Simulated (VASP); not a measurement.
Runs of VASP 6.6.1 on GaP. The structure is that of space group F-43m (No. 216), or close to it. The cells are those of the table. 

| cell | gap on the mesh (eV) | pressure (GPa) |
| --- | --- | --- |
| a = 3.775 Å, angles 60.0°, 2 atoms | 1.77 | (c) |
| a = 3.880 Å, angles 60.0°, 2 atoms | 1.95 | -1.7 |
| a = 3.930 Å, angles 60.0°, 2 atoms | 1.84 | (a) |
| a = 3.828 Å, angles 60.0°, 2 atoms | 1.87 | 1.9 |
| a = 3.905 Å, angles 60.0°, 2 atoms | (b) | -3.2 |

Alike in all rows: task single point; level r2SCAN; potentials or basis VASP PAW PBE potentials, release 64 (Ga_d, P); no spin polarisation; k mesh 6 × 6 × 6; cutoff (eV) 520; smearing gaussian 0.01 eV.

Estimate the missing entries.

(a) -4.5; (b) 1.91; (c) 6.3.

Caveats: the PAW data sets were made with another functional, which shifts forces and pressure a little.

A k mesh can miss the band edges, and the runs leave out spin-orbit coupling on Ga.
